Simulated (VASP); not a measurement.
A run of VASP 6.6.1 is set up as follows.

INCAR

```
SYSTEM = TiAl
  PREC = Accurate
  ENCUT = 500
  EDIFF = 1E-6
  ISMEAR = 0
  SIGMA = 0.15
  LREAL = .False.
  LASPH = .True.
  NELM = 120
  ALGO = Normal
  ISIF = 2
  LWAVE = .False.
  LCHARG = .False.
  GGA = PS
  NBANDS = 14
  GGA_COMPAT = .False.
```

File KPOINTS:

```
regular mesh
0
Gamma
  24 24 14
  0 0 0
```

File POSCAR:

```
TiAl
1.0
    2.8478212843      0.0000000000      0.0000000000
   -1.4239106421      2.4662855776      0.0000000000
    0.0000000000      0.0000000000      4.5506455697
Ti Al
1 1
Direct
    0.0000000000      0.0000000000      0.0000000000
    0.3333333333      0.6666666667      0.5000000000
```

Potentials or basis: VASP PAW PBE potentials, release 64 (Ti_sv, Al).

Run with:

```sh
$ cat potpaw_PBE.64/Ti_sv/POTCAR potpaw_PBE.64/Al/POTCAR > POTCAR
$ mpirun -np 1 vasp_std > vasp.out
```

(1) What does it give for the pressure?

## Answers

(1) 2.0 GPa.

Caveat: the cell differs from its parent crystal (strain -0.0150 x Voigt [0, 0, 1, 0, 0, 0]); the PAW data sets were made with another functional, which shifts forces and pressure a little.
